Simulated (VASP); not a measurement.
# W (Im-3m) in VASP: settings compared

Aim: see how the results for W move with the level of theory and the settings. Levels: PBE, r2SCAN. Tasks: single point.

Everything below comes from runs of VASP 6.6.1. Logs are shortened: lines on timing, memory, paths and dates and some standing lists are left out, and cuts for length are marked.

## Step 1: The cell of the first run

It takes space group Im-3m (No. 229, cubic). Conventional cell: a = 3.170 Å, b = 3.170 Å, c = 3.170 Å, α = 90.00°, β = 90.00°, γ = 90.00°. W (site symmetry m-3m) has 14 W at 2.75 to 3.17 Å within 3.6 Å.

## Step 2: Single point, PBE

File INCAR:

```
SYSTEM = W
PREC = Accurate
ENCUT = 520
EDIFF = 1E-6
ISMEAR = -1
SIGMA = 0.1
LREAL = .False.
LASPH = .True.
NELM = 60
ALGO = Normal
ISIF = 2
LWAVE = .False.
LCHARG = .False.
GGA = PE
NBANDS = 13
```

File KPOINTS:

```
Automatic mesh
0
Gamma
  10 10 10
  0 0 0
```

File POSCAR:

```
W
1.0
   -1.5851580000      1.5851580000      1.5851580000
    1.5851580000     -1.5851580000      1.5851580000
    1.5851580000      1.5851580000     -1.5851580000
W
1
Direct
    0.0000000000      0.0000000000      0.0000000000
```

Potentials or basis: VASP PAW PBE potentials, release 64 (W_sv).

Launch:

```sh
cat potpaw_PBE.64/W_sv/POTCAR > POTCAR
mpirun -np 1 vasp_std > vasp.out
```

OUTCAR:

```text
SYSTEM = W
   PREC = Accurate
   ENCUT = 520
   EDIFF = 1E-6
   ISMEAR = -1
   LREAL = .False.
   LASPH = .True.
   NELM = 60
   ISIF = 2
   GGA = PE

 ion  position               nearest neighbor table
   1  0.000  0.000  0.000-

  LATTYP: Found a body centered cubic cell.
 ALAT       =     3.1703160000

  Lattice vectors:

 A1 = (  -1.5851580000,   1.5851580000,   1.5851580000)
 A2 = (   1.5851580000,  -1.5851580000,   1.5851580000)
 A3 = (   1.5851580000,   1.5851580000,  -1.5851580000)

Analysis of symmetry for initial positions (statically):
=====================================================================
 Subroutine PRICEL returns:
 Original cell was already a primitive cell.

 Routine SETGRP: Setting up the symmetry group for a
 body centered cubic supercell.

 Subroutine GETGRP returns: Found 48 space group operations
 (whereof 48 operations were pure point group operations)
 out of a pool of 48 trial point group operations.

The static configuration has the point symmetry O_h .

Analysis of symmetry for dynamics (positions and initial velocities):
=====================================================================
 Subroutine PRICEL returns:
 Original cell was already a primitive cell.

 Routine SETGRP: Setting up the symmetry group for a
 body centered cubic supercell.

 Subroutine GETGRP returns: Found 48 space group operations
 (whereof 48 operations were pure point group operations)
 out of a pool of 48 trial point group operations.

The dynamic configuration has the point symmetry O_h .

 Subroutine INISYM returns: Found 48 space group operations
 (whereof 48 operations are pure point group operations),
 and found     1 'primitive' translations

----------------------------------------------------------------------------------------

                                     Primitive cell

  volume of cell :      15.9323

  direct lattice vectors                    reciprocal lattice vectors
    -1.585158000  1.585158000  1.585158000     0.000000000  0.315425970  0.315425970
     1.585158000 -1.585158000  1.585158000     0.315425970  0.000000000  0.315425970
     1.585158000  1.585158000 -1.585158000     0.315425970  0.315425970  0.000000000

  length of vectors
     2.745574194  2.745574194  2.745574194     0.446079685  0.446079685  0.446079685

  position of ions in fractional coordinates (direct lattice)
     0.000000000  0.000000000  0.000000000

  ion indices of the primitive-cell ions
[... 75 lines left out ...]
   LREAL  =      F    real-space projection
   EDIFFG = 0.1E-04   stopping-criterion for IOM
   NSW    =      0    number of steps for IOM
   IBRION =     -1    ionic relax: 0-MD 1-quasi-New 2-CG
   NFREE  =      0    steps in history (QN), initial steepest desc. (CG)
   ISIF   =      2    stress and relaxation
   ISYM   =      2    0-nonsym 1-usesym 2-fastsym
   POTIM  = 0.5000    time-step for ionic-motion
   TEBEG  =    0.0;   TEEND  =   0.0 temperature during run
   PSTRESS=    0.0 pullay stress
   NELECT =      14.0000    total number of electrons
   NUPDOWN=      -1.0000    fix difference up-down
   EMIN   =  10.00;   EMAX   =-10.00  energy-range for DOS
   EFERMI =   0.00;   METHOD = LEGACY
   ISMEAR =    -1;   SIGMA  =   0.10  broadening in eV -4-tet -1-fermi 0-gaus
   EFERMI_NEDOS =   21; number of points for ismear=-14 and -15
   IALGO  =     38    algorithm
   IMIX   =      4    mixing-type and parameters
     AMIX     =   0.40;   BMIX     =  1.00
     AMIX_MAG =   1.60;   BMIX_MAG =  1.00
  volume/ion in A,a.u.               =      15.93       107.52
  Fermi-wavevector in a.u.,A,eV,Ry     =   1.568044  2.963174 33.453495  2.458762
  Thomas-Fermi vector in A             =   2.670134
   LORBIT       =      0    0 simple, 1 ext, 2 COOP (PROOUT), +10 PAW based schemes
   GGA     = PE    functional components
   LHFCALC =     F    Hartree Fock is set to
   AEXX    =    0.0000 exact exchange contribution
   IVDW    =     0    specifies the selected vdW correction
   LEPSILON=     F    determine dielectric tensor
   LRPA    =     F    only Hartree local field effects (RPA)
 non-spin polarized calculation
  energy-cutoff  :      520.00
  volume of cell :       15.93
 maximum number of plane-waves:       445
   NGX = 11   NGY = 11   NGZ = 11

 number of electron      14.0000003 magnetization

 Free energy of the ion-electron system (eV)
  ---------------------------------------------------
  ext. energy  EPLUGINS =         0.00000000
  ---------------------------------------------------
  free energy    TOTEN  =       -12.95367061 eV

  energy without entropy =      -12.93596190  energy(sigma->0) =      -12.94481626

 E-fermi :  11.4778     XC(G=0): -13.6143

 val. band max:       11.4258873124   @ k =   0.5000   0.5000   0.2000
 cond. band min:      11.5871442249   @ k =   0.1000   0.1000   0.0000
 fundamental gap:      0.1612569125
 Fermi energy:        11.4778186931

 k-point     1 :       0.0000    0.0000    0.0000
  band No.  band energies     occupation
      1     -62.8332      2.00000
      2     -26.4016      2.00000
      3     -26.4016      2.00000
      4     -26.4016      2.00000
      5       1.7615      2.00000
      6      10.1420      2.00000
      7      10.1420      2.00000
      8      10.1420      2.00000
      9      13.6146      0.00000
     10      13.6146      0.00000
     11      25.8774      0.00000
     12      25.8774      0.00000
     13      25.8774      0.00000
[... 354 lines left out ...]
  band No.  band energies     occupation
      1     -62.7373      2.00000
      2     -27.2343      2.00000
      3     -26.7199      2.00000
      4     -26.5023      2.00000
      5       5.1635      2.00000
      6       8.9463      2.00000
      7       9.2999      2.00000
      8      12.1761      0.00185
      9      13.8154      0.00000
     10      14.6051      0.00000
     11      25.0763      0.00000
     12      27.6885      0.00000
     13      31.8028      0.00000

 [... further k-points ...]
[... 5 lines left out ...]
  --------------------------------------------------------------------------------------
  -------------------------------------------------------------------------------------
  Total        0.4765572      0.4765572      0.4765572     -0.0000000      0.0000000     -0.0000000
  in kB       47.9234342     47.9234342     47.9234342     -0.0000000      0.0000000     -0.0000000
  external PRESSURE =      47.9234342 kB  Pullay stress =       0.0000000 kB

 VOLUME and BASIS-vectors are now :
 -----------------------------------------------------------------------------
  energy-cutoff  :      520.00
  volume of cell :       15.93
      direct lattice vectors                 reciprocal lattice vectors
    -1.585158000  1.585158000  1.585158000     0.000000000  0.315425970  0.315425970
     1.585158000 -1.585158000  1.585158000     0.315425970  0.000000000  0.315425970
     1.585158000  1.585158000 -1.585158000     0.315425970  0.315425970  0.000000000

 POSITION                                       TOTAL-FORCE (eV/Angst)
 -----------------------------------------------------------------------------------
      0.00000      0.00000      0.00000        -0.000000     -0.000000     -0.000000
 -----------------------------------------------------------------------------------
    total drift:                                0.000000     -0.000000      0.000000

  FREE ENERGIE OF THE ION-ELECTRON SYSTEM (eV)
  ---------------------------------------------------
  free  energy   TOTEN  =       -12.9536706119 eV

  energy  without entropy=      -12.9359619024  energy(sigma->0) =      -12.94481626
```

OSZICAR:

```text
N       E                     dE             d eps       ncg     rms          rms(c)
DAV:   1     0.821612828195E+02    0.82161E+02   -0.74128E+03  1246   0.123E+03
DAV:   2    -0.119078714880E+02   -0.94069E+02   -0.89928E+02  1397   0.315E+02
DAV:   3    -0.135720333041E+02   -0.16642E+01   -0.16573E+01  1332   0.395E+01
DAV:   4    -0.135783994221E+02   -0.63661E-02   -0.63660E-02  1352   0.275E+00
DAV:   5    -0.135784515282E+02   -0.52106E-04   -0.52105E-04  1357   0.236E-01    0.207E+01
DAV:   6    -0.130878669617E+02    0.49058E+00   -0.40999E-01  1277   0.859E+00    0.828E+00
DAV:   7    -0.129580313377E+02    0.12984E+00   -0.21581E-01  1332   0.592E+00    0.650E-01
DAV:   8    -0.129536583696E+02    0.43730E-02   -0.41060E-03  1247   0.822E-01    0.848E-02
DAV:   9    -0.129536780042E+02   -0.19635E-04   -0.58118E-05  1367   0.916E-02    0.568E-02
DAV:  10    -0.129536699893E+02    0.80150E-05   -0.12467E-05  1312   0.501E-02    0.857E-03
DAV:  11    -0.129536706119E+02   -0.62262E-06   -0.20762E-07   771   0.540E-03
   1 F= -.12953671E+02 E0= -.12944816E+02  d E =-.177087E-01
```

stdout:

```text
POSCAR found type information on POSCAR W
 POSCAR found :  1 types and       1 ions
 scaLAPACK will be used
 LDA part: xc-table for (Slater+PW92), standard interpolation
 POSCAR, INCAR and KPOINTS ok, starting setup
 FFT: planning ... GRIDC
 FFT: planning ... GRID_SOFT
 FFT: planning ... GRID
 WAVECAR not read
 entering main loop
```

Wall time 9.3 s (1 thread of Intel Xeon Platinum 8259CL at 2.50GHz (Skylake/Cascade Lake), shared host); peak memory 0.13 GiB.

Results:

```yaml
Free_energy: -12.9537 eV
Pressure: 4.8 GPa
Band_gap_on_the_k_mesh: zero (band 7 reaches 16.49 eV, above the bottom of band 8 at 10.14 eV)
```

Caveat: spin-orbit coupling is left out, which moves the levels of the heavy elements.

## Step 3: Single point, r2SCAN

POSCAR is that of step 2.

File INCAR.step1:

```
PREC = Accurate
ENCUT = 520
ISMEAR = -1
SIGMA = 0.1
LREAL = F
LASPH = T
NELM = 80
NBANDS = 13
GGA = PE
ALGO = Normal
EDIFF = 1E-4
LWAVE = T
LCHARG = F
```

File INCAR.step2:

```
PREC = Accurate
ENCUT = 520
EDIFF = 1E-6
ISMEAR = -1
SIGMA = 0.1
LREAL = F
LASPH = T
NELM = 80
ALGO = Normal
ISIF = 2
LWAVE = F
LCHARG = F
METAGGA = R2SCAN
LMIXTAU = T
NBANDS = 13
ISTART = 1
```

File KPOINTS:

```
Automatic mesh
0
Gamma
  10 10 10
```

Potentials or basis: VASP PAW PBE potentials, release 64 (W_sv).

Launch:

```sh
cat potpaw_PBE.64/W_sv/POTCAR > POTCAR
cp INCAR.step1 INCAR
mpirun -np 1 vasp_std > vasp.out
cp INCAR.step2 INCAR
mpirun -np 1 vasp_std > vasp.out
```

Run time: 56 s. Hardware: 1 thread of Intel Xeon Platinum 8259CL at 2.50GHz (Skylake/Cascade Lake), shared host; peak memory 0.13 GiB.

Results (log left out):

* Free energy: -51.3520 eV
* Pressure: 0.9 GPa
* Band gap on the k mesh: zero (band 7 reaches 16.51 eV, above the bottom of band 8 at 9.94 eV)

Levels at points of the mesh, in eV from the Fermi level:
```csv
k point,band 3,band 4,band 5,band 6,band 7,band 8,band 9,band 10,band 11,band 12
"(0.00, 0.00, 0.00)",-39.15,-39.15,-10.25,-1.43,-1.43,-1.43,2.39,2.39,15.10,15.10
"(0.50, 0.00, 0.00)",-39.58,-39.16,-6.68,-3.88,0.36,2.23,3.27,6.14,11.42,11.91
"(0.50, 0.50, 0.50)",-40.09,-40.09,-6.14,-6.14,5.14,5.14,5.14,8.35,8.35,8.35
```

Caveat: the PAW data sets were made with another functional, which shifts forces and pressure a little; spin-orbit coupling is left out, which moves the levels of the heavy elements.

## Step 4: Single point, PBE, non-collinear spin, zero start, spin-orbit coupling

File INCAR:

```
PREC = Accurate ; ENCUT = 520
EDIFF = 1E-7 ; ISMEAR = -1
SIGMA = 0.1 ; LREAL = False
LASPH = True ; NELM = 150
ALGO = Normal ; ISIF = 2
LWAVE = False ; LCHARG = True
LNONCOLLINEAR = True ; MAGMOM = 0 0 0
LORBIT = 11 ; LSORBIT = True
GGA_COMPAT = False ; LORBMOM = True
LMAXMIX = 4 ; GGA = PE
LVHAR = True ; NBANDS = 25
```

KPOINTS is that of step 3.

POSCAR is that of step 3.

Launch:

```sh
cat potpaw_PBE.64/W_sv/POTCAR > POTCAR
mpirun -np 1 vasp_ncl > vasp.out
```

Wall time 55 s (1 thread of Intel Xeon Platinum 8259CL at 2.50GHz (Skylake/Cascade Lake), shared host); peak memory 0.16 GiB.

It converged, with:

```
Free energy                                           : -13.7714 eV
Pressure                                              : 5.8 GPa
Net moment                                            : 0.00 μB per cell
Valence electrons inside the program's atomic spheres : W 12.10
```

Moments on the atoms (μB; x, y, z):
```
W   0.00 0.00 0.00
```

## Step 5: Summary

```tsv
level	spin	gap on the mesh (eV)	pressure (GPa)
PBE	off	none	4.8
r2SCAN	off	none	0.9
PBE	non-collinear, zero start, SOC	-	5.8
```

Alike in all rows: task single point; potentials or basis VASP PAW PBE potentials, release 64 (W_sv); cell as given; k mesh 10 × 10 × 10; cutoff (eV) 520; smearing fermi-dirac 0.1 eV.

The pressure there spans 0.9 GPa (r2SCAN) to 5.8 GPa (PBE); a positive pressure means that this level wants a larger cell, a negative one a smaller.

Caveats: spin-orbit coupling is left out, which moves the levels of the heavy elements (some runs); the PAW data sets were made with another functional, which shifts forces and pressure a little (some runs).

Total energies depend on the potentials used, so only differences within one code and one set of settings carry meaning.
